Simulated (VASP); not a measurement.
Write the native input for VASP 6.6.1 that does the following.

```yaml
Task: single point
Functional: r2SCAN
Potentials_or_basis: VASP PAW PBE potentials, release 64 (Pb_d, O)
Cutoff: 520 eV
k_mesh: 15 × 15 × 13
Occupations: fermi-dirac, width 0.08 eV
Spin: no spin polarisation
Dipole_correction: no
Further_INCAR_settings: ALGO = Normal; EDIFF = 1e-06; NBANDS = 17
```

PbO (WC type):

```xyz
2
Lattice="3.0405 0.0000 0.0000 -1.5202 2.6331 0.0000 0.0000 0.0000 3.1639" Properties=species:S:1:pos:R:3 pbc="T T T"
Pb    0.0000    0.0000    0.0000
O     0.0000    1.7554    1.5819
```

These files were run (other wordings do the same):

POSCAR

```
PbO
1.0
    3.0404903095      0.0000000000      0.0000000000
   -1.5202451548      2.6331418480      0.0000000000
    0.0000000000      0.0000000000      3.1638791868
Pb O
1 1
Direct
    0.0000000000      0.0000000000      0.0000000000
    0.3333333333      0.6666666667      0.5000000000
```

INCAR.step1

```
SYSTEM = PbO
PREC = Accurate ; ENCUT = 520
ISMEAR = -1 ; SIGMA = 0.08
LREAL = .False. ; LASPH = .True.
NELM = 100 ; NBANDS = 17
GGA = PE ; ALGO = Normal
EDIFF = 1E-4 ; LWAVE = .True.
LCHARG = .False.
```

INCAR.step2

```
SYSTEM = PbO
PREC = Accurate ; ENCUT = 520
EDIFF = 1E-6 ; ISMEAR = -1
SIGMA = 0.08 ; LREAL = .False.
LASPH = .True. ; NELM = 100
ALGO = Normal ; ISIF = 2
LWAVE = .False. ; LCHARG = .False.
METAGGA = R2SCAN ; LMIXTAU = .True.
NBANDS = 17 ; ISTART = 1
```

KPOINTS

```
regular mesh
0
Gamma
  15 15 13
  0 0 0
```

Potentials or basis: VASP PAW PBE potentials, release 64 (Pb_d, O).

The run is started by

```sh
$ cat potpaw_PBE.64/Pb_d/POTCAR potpaw_PBE.64/O/POTCAR > POTCAR
$ cp INCAR.step1 INCAR
$ mpirun -np 1 vasp_std > vasp.out
$ cp INCAR.step2 INCAR
$ mpirun -np 1 vasp_std > vasp.out
```

It gave:

| Item | Value |
| --- | --- |
| Pressure | 59.2 GPa |
| Band gap on the k mesh | zero (band 10 reaches 12.57 eV, above the bottom of band 11 at 10.74 eV) |

Caveat: the PAW data sets were made with another functional, which shifts forces and pressure a little; spin-orbit coupling is left out, which moves the levels of the heavy elements.

Wall time 79 s on 1 thread of Intel(R) Xeon(R) 6975P-C (Granite Rapids), on a shared host, peak memory 0.2 GiB.
